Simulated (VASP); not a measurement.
Runs of VASP 6.6.1 on MgO (lda). The structure is that of space group Fm-3m (No. 225), or close to it. The cells are those of the table. 

| task | cell | k mesh | smearing | gap on the mesh (eV) | pressure (GPa) |
| --- | --- | --- | --- | --- | --- |
| single point | a = 2.840 Å, angles 60.0°, 2 atoms | 10 × 10 × 10 | gaussian 0.02 eV | 6.19 | 20.6 |
| single point | a = 2.982 Å, angles 60.0°, 2 atoms | 8 × 8 × 8 | gaussian 0.1 eV | 4.62 | (a) |
| relaxation of cell and atoms | relaxed to 22.6 GPa from a = 2.982 Å, angles 60.0°, 2 atoms | 10 × 10 × 10 | gaussian 0.02 eV | 6.28 | 22.6 |
| relaxation of cell and atoms | relaxed to 22.6 GPa from a = 2.840 Å, angles 60.0°, 2 atoms | 10 × 10 × 10 | gaussian 0.02 eV | 6.28 | 22.6 |

Alike in all rows: level LDA; potentials or basis VASP PAW LDA potentials, release 64 (Mg, O); no spin polarisation; cutoff (eV) 600.

Question: Estimate the missing entries.

Answer: (a) -8.5.

Caveats: the cell is relaxed towards a set pressure, so the enthalpy falls and the energy may rise (some runs).

